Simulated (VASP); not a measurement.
Set up this calculation in VASP 6.6.1, as the native input.

- Task: single point
- Functional: PBE
- Potentials or basis: VASP PAW PBE potentials, release 64 (Ge_d)
- Cutoff: 520 eV
- k mesh: 8 × 8 × 8
- Occupations: fermi-dirac, width 0.05 eV
- Spin: no spin polarisation
- Dipole correction: no
- Further INCAR settings: ALGO = Normal; EDIFF = 1e-07; NBANDS = 21

The structure of Ge lies in POSCAR:

```
Ge
1.0
    4.0351274124      0.0000000000      0.0000000000
   -2.0175587738      3.4945238608      0.0000000000
    0.0000000000      0.0000000000      3.2816207049
Ge
2
Direct
    0.6666700000      0.3333300000      0.1408600000
    0.3333300000      0.6666700000      0.8591400000
```

One way to write it, as run:

INCAR

```
ALGO = Normal
EDIFF = 1E-7
ENCUT = 520
GGA = PE
ISIF = 2
ISMEAR = -1
LASPH = True
LCHARG = False
LREAL = False
LWAVE = False
NBANDS = 21
NELM = 80
PREC = Accurate
SIGMA = 0.05
```

KPOINTS

```
k-points
0
Gamma
  8 8 8
```

Potentials or basis: VASP PAW PBE potentials, release 64 (Ge_d).

The run is started by

```sh
$ cat potpaw_PBE.64/Ge_d/POTCAR > POTCAR
$ mpirun -np 1 vasp_std > vasp.out
```

Results of the run:

```json
{
 "Pressure": "0.5 GPa",
 "Largest force": "0.146 eV/Å",
 "Band gap on the k mesh": "zero (band 14 reaches 7.21 eV, above the bottom of band 15 at 2.11 eV)"
}
```

It took 75 s on 1 thread of Intel(R) Xeon(R) Platinum 8375C CPU @ 2.90GHz (Ice Lake), on a shared host, peak memory 0.24 GiB.
